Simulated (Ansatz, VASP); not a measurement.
Two plane-wave programs on Cu

```xyz
1
Lattice="0.0000 1.8346 1.7804 1.8346 0.0000 1.7804 1.8346 1.8346 0.0000" Properties=species:S:1:pos:R:3 pbc="T T T"
Cu    0.0000    0.0000    0.0000
```

Change from the starting cell: strain +0.015 along x and y, -0.015 along z, atoms carried along.

Alike in both runs: task single point; functional PBE; k mesh 22 × 22 × 22; occupations gaussian, width 0.15 eV; no spin polarisation.

```csv
,VASP,Ansatz
version,VASP 6.6.1,Ansatz 0.2.0
potentials or method,"VASP PAW PBE potentials, release 64 (Cu), cutoff 520 eV","scalar-relativistic, plane waves, PAW"
valence electrons in the cell,11,19
```

|  | VASP | Ansatz | Ansatz less VASP |
| --- | --- | --- | --- |
| gap on the k mesh at the Fermi level (eV) | none | none | - |
| pressure (GPa) | 0.2 | -0.3 | -0.52 |
| traceless stress, the component that is largest in VASP (GPa) | 1.03 | 1.04 | +0.013 |

A gap of «none» marks a metal or a gap that the smearing closes. VASP's potentials hold 11 valence electrons a cell and Ansatz's 19, so a difference there can come from the potentials and not from the codes.
